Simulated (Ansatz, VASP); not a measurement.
**BeB2P3 in VASP and in Ansatz**

```
Be B P
1.0
     1.81800   -3.19997    0.00000
     1.81800    3.19997    0.00000
    -0.19232    0.00000    7.01113
Be B P
1 2 3
Direct
  0.65627 0.34373 0.00000
  0.25034 0.59127 0.23889
  0.40873 0.74966 0.76111
  0.67552 0.32448 0.50000
  0.01834 0.98166 0.00000
  0.99080 0.00920 0.50000
```

Alike in both runs: task single point; functional PBE; k mesh 6 × 6 × 4; occupations gaussian, width 0.1 eV; no spin polarisation.

```csv
,VASP,Ansatz
version,VASP 6.6.1,Ansatz 0.2.0
potentials or method,"VASP PAW PBE potentials, release 64 (Be, B, P), cutoff 520 eV","scalar-relativistic, plane waves, PAW"
valence electrons in the cell,23,23
```

Ansatz gave:

```
gap on the k mesh at the Fermi level (eV)                     : none
pressure (GPa)                                                : 0.7
traceless stress, the component that is largest in VASP (GPa) : -14.02
rms of the force components (eV/Å)                            : 0.684
```

Question: Which values does VASP return?

Answer: gap on the k mesh at the Fermi level (eV): none; pressure (GPa): 0.5; traceless stress, the component that is largest in VASP (GPa): -13.89; rms of the force components (eV/Å): 0.675.

Atom by atom the forces differ by 0.014 eV/Å (rms over components). A gap of «none» marks a metal or a gap that the smearing closes.
